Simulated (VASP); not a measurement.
# Fe3Ge (Fm-3m) in VASP: relaxation of cell and atoms with PBEsol

Aim: the relaxation of cell and atoms of Fe3Ge with PBEsol.

Program: VASP 6.6.1. These are calculated values, not measurements. Logs are shortened: lines on timing, memory, paths and dates and some standing lists are left out, and cuts for length are marked.

## 1. The cell of the first run

Symmetry: Fm-3m, No. 225, cubic system. Conventional cell: a = 5.721 Å, b = 5.721 Å, c = 5.721 Å, α = 90.00°, β = 90.00°, γ = 90.00°. Within 3.3 Å of Fe (site symmetry m-3m) lie 8 Fe at 2.48 Å and 6 Ge at 2.86 Å. Fe (site symmetry -43m) has 10 Fe at 2.48 to 2.86 Å and 4 Ge at 2.48 Å within 3.3 Å. Within 3.3 Å of Ge (site symmetry m-3m) lie 14 Fe at 2.48 to 2.86 Å.

## 2. Relaxation of cell and atoms, PBEsol, collinear spin, ferromagnetic start

Input file INCAR:

```
PREC = Accurate ; ENCUT = 600
EDIFF = 1E-6 ; ISMEAR = 0
SIGMA = 0.1 ; LREAL = F
LASPH = T ; NELM = 150
ALGO = Normal ; ISIF = 3
LWAVE = F ; LCHARG = F
ISPIN = 2 ; MAGMOM = 2.81 1.71 1.71 0
LORBIT = 11 ; LMAXMIX = 4
GGA = PS ; IBRION = 2
NSW = 70 ; EDIFFG = -0.005
```

Input file KPOINTS:

```
Automatic mesh
0
Gamma
  12 12 12
```

Input file POSCAR:

```
Fe3Ge
1.0
    0.0000000000      2.8606070607      2.8606070607
    2.8606070607      0.0000000000      2.8606070607
    2.8606070607      2.8606070607      0.0000000000
Fe Ge
3 1
Direct
    0.5000000000      0.5000000000      0.5000000000
    0.2500000000      0.2500000000      0.2500000000
    0.7500000000      0.7500000000      0.7500000000
    0.0000000000      0.0000000000      0.0000000000
```

Potentials or basis: VASP PAW PBE potentials, release 64 (Fe, Ge_d).

On the command line:

```bash
$ cat potpaw_PBE.64/Fe/POTCAR potpaw_PBE.64/Ge_d/POTCAR > POTCAR
$ mpirun -np 1 vasp_std > vasp.out
```

OUTCAR:

```text
PREC = Accurate
   ENCUT = 600
   EDIFF = 1E-6
   ISMEAR = 0
   LREAL = F
   LASPH = T
   NELM = 150
   ISIF = 3
   ISPIN = 2
   LORBIT = 11
   GGA = PS
   IBRION = 2
   NSW = 70
   EDIFFG = -0.005

 ion  position               nearest neighbor table
   1  0.500  0.500  0.500-   2 2.48   3 2.48   2 2.48   2 2.48   2 2.48   3 2.48   3 2.48   3 2.48
                             4 2.86   4 2.86   4 2.86   4 2.86   4 2.86   4 2.86
   2  0.250  0.250  0.250-   1 2.48   4 2.48   4 2.48   4 2.48   4 2.48   1 2.48   1 2.48   1 2.48
                             3 2.86   3 2.86   3 2.86   3 2.86   3 2.86   3 2.86
   3  0.750  0.750  0.750-   1 2.48   4 2.48   1 2.48   1 2.48   1 2.48   4 2.48   4 2.48   4 2.48
                             2 2.86   2 2.86   2 2.86   2 2.86   2 2.86   2 2.86
   4  0.000  0.000  0.000-   2 2.48   3 2.48   3 2.48   3 2.48   3 2.48   2 2.48   2 2.48   2 2.48
                             1 2.86   1 2.86   1 2.86   1 2.86   1 2.86   1 2.86

  LATTYP: Found a face centered cubic cell.
 ALAT       =     5.7212141214

  Lattice vectors:

 A1 = (   0.0000000000,   2.8606070607,   2.8606070607)
 A2 = (   2.8606070607,   0.0000000000,   2.8606070607)
 A3 = (   2.8606070607,   2.8606070607,   0.0000000000)

Analysis of symmetry for initial positions (statically):
=====================================================================
 Subroutine PRICEL returns:
 Original cell was already a primitive cell.

 Routine SETGRP: Setting up the symmetry group for a
 face centered cubic supercell.

 Subroutine GETGRP returns: Found 48 space group operations
 (whereof 48 operations were pure point group operations)
 out of a pool of 48 trial point group operations.

The static configuration has the point symmetry O_h .

Analysis of symmetry for dynamics (positions and initial velocities):
=====================================================================
 Subroutine PRICEL returns:
 Original cell was already a primitive cell.

 Routine SETGRP: Setting up the symmetry group for a
 face centered cubic supercell.

 Subroutine GETGRP returns: Found 48 space group operations
 (whereof 48 operations were pure point group operations)
 out of a pool of 48 trial point group operations.

The dynamic configuration has the point symmetry O_h .

Analysis of structural, dynamic, and magnetic symmetry:
=====================================================================
 Subroutine PRICEL returns:
 Original cell was already a primitive cell.

 Routine SETGRP: Setting up the symmetry group for a
 face centered cubic supercell.

 Subroutine GETGRP returns: Found 48 space group operations
 (whereof 48 operations were pure point group operations)
[... 126 lines left out ...]
     AMIX_MAG =   1.60;   BMIX_MAG =  1.00
  volume/ion in A,a.u.               =      11.70        78.98
  Fermi-wavevector in a.u.,A,eV,Ry     =   1.527101  2.885803 31.729305  2.332038
  Thomas-Fermi vector in A             =   2.635044
   LORBIT       =     11    0 simple, 1 ext, 2 COOP (PROOUT), +10 PAW based schemes
   GGA     = PS    functional components
   LHFCALC =     F    Hartree Fock is set to
   AEXX    =    0.0000 exact exchange contribution
   IVDW    =     0    specifies the selected vdW correction
   LEPSILON=     F    determine dielectric tensor
   LRPA    =     F    only Hartree local field effects (RPA)
 conjugate gradient relaxation of ions
 spin polarized calculation
 Gauss-broadening in eV      SIGMA  =   0.10
  energy-cutoff  :      600.00
  volume of cell :       46.82
 maximum number of plane-waves:      1588
   NGX = 17   NGY = 17   NGZ = 17

--------------------------------------- Ionic step        1  -------------------------------------------

 number of electron      38.0000005 magnetization       5.4552800

 Free energy of the ion-electron system (eV)
  ---------------------------------------------------
  ext. energy  EPLUGINS =         0.00000000
  ---------------------------------------------------
  free energy    TOTEN  =       -32.30702315 eV

  energy without entropy =      -32.28923263  energy(sigma->0) =      -32.29812789

------------------------ aborting loop because EDIFF is reached ----------------------------------------

  FORCE on cell =-STRESS in cart. coord.  units (eV):
  Direction    XX          YY          ZZ          XY          YZ          ZX
  --------------------------------------------------------------------------------------
  -------------------------------------------------------------------------------------
  Total       -2.5892798     -2.5892798     -2.5892798     -0.0000000      0.0000000      0.0000000
  in kB      -88.6104508    -88.6104508    -88.6104508     -0.0000000      0.0000000      0.0000000
  external PRESSURE =     -88.6104508 kB  Pullay stress =       0.0000000 kB
[... 63 lines left out ...]
--------------------------------------- Ionic step        3  -------------------------------------------

 number of electron      37.9999991 magnetization       5.1217162

 Free energy of the ion-electron system (eV)
  ---------------------------------------------------
  ext. energy  EPLUGINS =         0.00000000
  ---------------------------------------------------
  free energy    TOTEN  =       -32.36903720 eV

  energy without entropy =      -32.35508516  energy(sigma->0) =      -32.36206118

 E-fermi :   7.8940     XC(G=0): -13.6114

 val. band max:        7.8937312888   @ k =   0.5000   0.2500   0.0000
 cond. band min:       7.8980731360   @ k =   0.5000   0.2500   0.0833
 fundamental gap:      0.0043418472
 Fermi energy:         7.8940004575

 spin component 1

 k-point     1 :       0.0000    0.0000    0.0000
  band No.  band energies     occupation
      1     -16.5716      1.00000
      2     -16.5716      1.00000
      3     -16.5716      1.00000
      4     -16.5429      1.00000
      5     -16.5429      1.00000
      6      -4.4211      1.00000
[... 685 lines left out ...]
     25      12.0366      0.00000
     26      14.4068      0.00000

 [... further k-points ...]

 spin component 2

 k-point     1 :       0.0000    0.0000    0.0000
  band No.  band energies     occupation
      1     -16.5802      1.00000
      2     -16.5802      1.00000
      3     -16.5802      1.00000
      4     -16.5572      1.00000
      5     -16.5572      1.00000
      6      -4.3633      1.00000
[... 718 lines left out ...]
  FREE ENERGIE OF THE ION-ELECTRON SYSTEM (eV)
  ---------------------------------------------------
  free  energy   TOTEN  =       -32.3690372035 eV

  energy  without entropy=      -32.3550851642  energy(sigma->0) =      -32.36206118

 reached required accuracy - stopping structural energy minimisation

 total charge

# of ion       s       p       d       tot
------------------------------------------
    1        0.482   0.560   6.269   7.311
    2        0.431   0.563   6.489   7.484
    3        0.431   0.563   6.489   7.484
    4        1.066   1.351  10.159  12.576
--------------------------------------------------
tot          2.411   3.038  29.406  34.854

 magnetization (x)

# of ion       s       p       d       tot
------------------------------------------
    1       -0.005  -0.022   2.551   2.524
    2       -0.010  -0.025   1.354   1.320
    3       -0.010  -0.025   1.354   1.320
    4        0.004  -0.058  -0.011  -0.065
--------------------------------------------------
tot         -0.021  -0.130   5.249   5.098
```

OSZICAR:

```text
N       E                     dE             d eps       ncg     rms          rms(c)
DAV:   1     0.315713117472E+03    0.31571E+03   -0.18462E+04  7744   0.345E+03
[... 33 lines left out ...]
DAV:   4    -0.324129760445E+02    0.18042E+00   -0.61259E-01 10860   0.156E+01    0.241E+00
DAV:   5    -0.323787301607E+02    0.34246E-01   -0.41172E-02 10594   0.348E+00    0.764E-01
DAV:   6    -0.323698056971E+02    0.89245E-02   -0.83589E-03 10208   0.111E+00    0.270E-01
DAV:   7    -0.323690505170E+02    0.75518E-03   -0.19067E-03  7942   0.743E-01    0.132E-01
DAV:   8    -0.323690356352E+02    0.14882E-04   -0.18277E-04  9128   0.212E-01    0.732E-02
DAV:   9    -0.323690379915E+02   -0.23563E-05   -0.22819E-05  8304   0.469E-02    0.222E-02
DAV:  10    -0.323690372035E+02    0.78795E-06   -0.41971E-06  6776   0.424E-02
   3 F= -.32369037E+02 E0= -.32362061E+02  d E =-.620141E-01  mag=     5.1221
```

CONTCAR:

```text
Fe3Ge
   1.00000000000000
    -0.0000000000000000    2.8173612797395160    2.8173612797395160
     2.8173612797395160    0.0000000000000000    2.8173612797395160
     2.8173612797395160    2.8173612797395160    0.0000000000000000
  Fe              Ge
     3     1
Direct
     0.5000000000000000    0.5000000000000000    0.5000000000000000
     0.2500000000000000    0.2500000000000000    0.2500000000000000
     0.7500000000000000    0.7500000000000000    0.7500000000000000
     0.0000000000000000    0.0000000000000000    0.0000000000000000

  0.00000000E+00  0.00000000E+00  0.00000000E+00
  0.00000000E+00  0.00000000E+00  0.00000000E+00
  0.00000000E+00  0.00000000E+00  0.00000000E+00
  0.00000000E+00  0.00000000E+00  0.00000000E+00
```

Run time: 4.3 min. Hardware: 1 thread of Intel Xeon Platinum 8488C (Sapphire Rapids), shared host; peak memory 0.33 GiB.

What came out:

* Free energy: -32.3690 eV
* Relaxed volume: 11.18 Å³/atom
* Relaxed cell: a = 3.984 Å, b = 3.984 Å, c = 3.984 Å, α = 60.00°, β = 60.00°, γ = 60.00°
* Space group after relaxing (to 0.05 Å): Fm-3m (No. 225)
* Energy gained by relaxing: 15.5 meV/atom
* Ionic steps: 3
* Pressure after relaxing: 0.0 GPa
* Net moment: 5.12 μB per cell
* Site moments: Fe +2.52, +1.32; Ge -0.07 μB
* Valence electrons inside the program's atomic spheres: Fe 7.31, 7.48; Ge 12.58

The path:
```csv
step,energy change (eV),largest force (eV/Å),pressure (GPa),volume (Å³)
1,0.0000,0.0000,-8.86,46.82
2,0.0170,0.0000,12.44,42.57
3,-0.0620,0.0000,0.04,44.73
```

Final structure:
```yaml
crystal:
  lattice:
    - [0.00000, 2.81736, 2.81736]
    - [2.81736, 0.00000, 2.81736]
    - [2.81736, 2.81736, 0.00000]
  atoms:
    - { symbol: Fe, position: [0.50000, 0.50000, 0.50000] }
    - { symbol: Fe, position: [0.25000, 0.25000, 0.25000] }
    - { symbol: Fe, position: [0.75000, 0.75000, 0.75000] }
    - { symbol: Ge, position: [0.00000, 0.00000, 0.00000] }
```

Caveat: the PAW data sets were made with another functional, which shifts forces and pressure a little.
